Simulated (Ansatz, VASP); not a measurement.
## One calculation of MgO, two programs

Contents of INCAR:

```
PREC = Accurate
ENCUT = 600
EDIFF = 1E-6
ISMEAR = 0
SIGMA = 0.01
LREAL = F
LASPH = T
NELM = 120
ALGO = Normal
ISIF = 2
LWAVE = F
LCHARG = F
GGA = PE
NBANDS = 11
GGA_COMPAT = F
```

KPOINTS

```
Automatic mesh
0
Gamma
  8 8 8
```

POSCAR

```
MgO
1.0
    0.0000000000      2.1685658372      2.1685658372
    2.1685658372      0.0000000000      2.1685658372
    2.1685658372      2.1685658372      0.0000000000
Mg O
1 1
Direct
    0.0000000000      0.0000000000      0.0000000000
    0.5000000000      0.5000000000      0.5000000000
```

Input for Ansatz:

```yaml
crystal:
  lattice:
    - [0.0, 2.1685658372, 2.1685658372]
    - [2.1685658372, 0.0, 2.1685658372]
    - [2.1685658372, 2.1685658372, 0.0]
  atoms:
    - { symbol: Mg, position: [0.0, 0.0, 0.0] }
    - { symbol: O, position: [0.5, 0.5, 0.5] }
kpoints:
  mp_grid: { grid: [8, 8, 8] }
hamiltonian:
  xc: pbe
scf:
  occupations: { method: fixed }
  n_extra_bands: 4
output:
  forces: true
  stress: true
  eigenvalues: true
```

Alike in both runs: task single point; functional PBE; k mesh 8 × 8 × 8; no spin polarisation.

|  | VASP | Ansatz |
| --- | --- | --- |
| version | VASP 6.6.1 | Ansatz 0.2.0 |
| potentials or method | VASP PAW PBE potentials, release 64 (Mg, O) | plane waves, PAW |
| plane-wave cutoff (eV) | 600 | 420 |
| occupations | gaussian, width 0.01 eV | fixed |
| valence electrons in the cell | 8 | 16 |

Ansatz gave:

```
gap on the k mesh at the Fermi level (eV) : 3.94
pressure (GPa)                            : -7.7
```

Q: What did VASP give for the same quantities?

A: gap on the k mesh at the Fermi level (eV): 3.92; pressure (GPa): -8.7.

VASP's potentials hold 8 valence electrons a cell and Ansatz's 16, so a difference there can come from the potentials and not from the codes.
